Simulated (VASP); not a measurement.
HfO2, 3 atoms in the cell. It takes space group R-3m (No. 166, trigonal). Conventional cell: a = 3.703 Å, b = 3.703 Å, c = 8.369 Å, α = 90.00°, β = 90.00°, γ = 120.00°. Hf (site symmetry -3m) has 8 O at 2.09 to 2.25 Å within 2.8 Å. O (site symmetry 3m) has 4 Hf at 2.09 to 2.25 Å and 6 O at 2.55 Å within 2.8 Å. 

```yaml
Program: VASP 6.6.1
Task: single point
Functional: PBE
Potentials_or_basis: VASP PAW PBE potentials, release 64 (Hf_pv, O)
Cutoff: 520 eV
k_mesh: 8 × 8 × 8
Occupations: gaussian, width 0.05 eV
Spin: no spin polarisation
Dipole_correction: no
Further_INCAR_settings: ALGO = Normal; EDIFF = 1e-07; NBANDS = 18
```

Potentials or basis: VASP PAW PBE potentials, release 64 (Hf_pv, O).

Launch:

```console
$ cat potpaw_PBE.64/Hf_pv/POTCAR potpaw_PBE.64/O/POTCAR > POTCAR
$ mpirun -np 1 vasp_std > vasp.out
```

Hardware: 1 thread of Intel(R) Xeon(R) Platinum 8488C (Sapphire Rapids), with other jobs on the host.

Estimate the wall time of this run.

It took 27 s on 1 thread of Intel(R) Xeon(R) Platinum 8488C (Sapphire Rapids), on a shared host, peak memory 0.18 GiB. Counts: scf iterations 15, k points 65.
